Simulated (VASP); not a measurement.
Crystal: Rh.

```
Rh
1.0
     2.77828    0.00000    0.00000
    -1.38914    2.40606    0.00000
     0.00000    0.00000    4.47109
Rh
2
Direct
  0.66667 0.33333 0.75000
  0.33333 0.66667 0.25000
```

This isn't the form of Rh at room conditions, which is fcc.

Base run:

```yaml
Program: VASP 6.6.1
Functional: PBE
Potentials_or_basis: VASP PAW PBE potentials, release 64 (Rh_pv)
Cutoff: 500 eV
k_mesh: 21 × 21 × 12
Occupations: gaussian, width 0.15 eV
Spin: collinear spin, ferromagnetic start
Starting_moments: "[0.375, 0.375] μB"
Fixed_moment: 0.75 μB
```

Its results: pressure -11.8 GPa; site moments Rh +0.38 μB.

Question: The run is repeated on the same cell with these changes: fixed moment from 0.75 μB to 1.25 μB; moments at the start from [0.38, 0.38] to [0.62, 0.62]. What comes out?

Answer: Pressure -10.6 GPa; site moments Rh +0.63 μB.

Caveats: the cell stands under tension; the total moment is fixed, so each spin has its own Fermi level and the state may be an excited one.
